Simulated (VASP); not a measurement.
Input of a VASP 6.6.1 run:

File INCAR:

```
PREC = Accurate ; ENCUT = 520
EDIFF = 1E-6 ; ISMEAR = -1
SIGMA = 0.05 ; LREAL = F
LASPH = T ; NELM = 150
ALGO = Normal ; ISIF = 2
LWAVE = F ; LCHARG = F
ISPIN = 2 ; MAGMOM = -0.849 -0.849
LORBIT = 11 ; LMAXMIX = 4
GGA = RE ; NBANDS = 21
```

Contents of KPOINTS:

```
regular mesh
0
Gamma
  12 12 12
```

Contents of POSCAR:

```
Ni
1.0
    0.0000000000      2.5381304598      2.5381304598
    2.5381304598      0.0000000000      2.5381304598
    2.5381304598      2.5381304598      0.0000000000
Ni
2
Direct
    0.1250000000      0.1250000000      0.1250000000
    0.8750000000      0.8750000000      0.8750000000
```

Potentials or basis: VASP PAW PBE potentials, release 64 (Ni).

The run is started by

```sh
$ cat potpaw_PBE.64/Ni/POTCAR > POTCAR
$ mpirun -np 1 vasp_std > vasp.out
```

(1) Predict the net moment.

(2) Predict the pressure.

(3) Predict the site moments.

Answers

(1) -1.56 μB per cell.

(2) 3.7 GPa.

(3) Ni -0.79 μB.

Caveat: the PAW data sets were made with another functional, which shifts forces and pressure a little.
